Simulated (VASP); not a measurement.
Runs of VASP 6.6.1 on Ni. The structure is that of space group Cmcm (No. 63), or close to it. The cells are those of the table. 

| task | potentials or basis | cell | cutoff (eV) | second run | gap on the mesh (eV) | pressure (GPa) | moment (μB) | largest force (eV/Å) |
| --- | --- | --- | --- | --- | --- | --- | --- | --- |
| relaxation of cell and atoms | VASP PAW PBE potentials, release 64 (Ni) | relaxed from a = 3.610, b = 3.610, c = 2.652 Å, angles 90.0, 90.0, 140.7°, 2 atoms | 600 | - | none | 0.1 | 1.36 | 0.04 |
| single point | VASP PAW PBE potentials, release 64 (Ni) | a = 4.012, b = 4.012, c = 2.466 Å, angles 90.0, 90.0, 144.6°, 2 atoms | 520 | - | none | 0.0 | 1.36 | 0.01 |
| single point | VASP PAW PBE potentials, release 64 (Ni_sv_GW) | a = 4.012, b = 4.012, c = 2.466 Å, angles 90.0, 90.0, 144.6°, 2 atoms | 590 | valence_matched | none | -3.8 | 1.37 | 0.01 |
| single point | VASP PAW PBE potentials, release 64 (Ni) | a = 3.610, b = 3.610, c = 2.652 Å, angles 90.0, 90.0, 140.7°, 2 atoms | 520 | - | none | (b) | (a) | 0.80 |

Alike in all rows: level PBE; spin collinear, ferromagnetic start; k mesh 8 × 8 × 6; smearing gaussian 0.1 eV.

Task: Fill in the values left out.

Result: (a) 1.23; (b) 12.9.

Caveats: all runs use coarse meshes.

A gap of «none» marks levels without a gap at the run's occupations.

The runs don't all hold the same shells in valence.
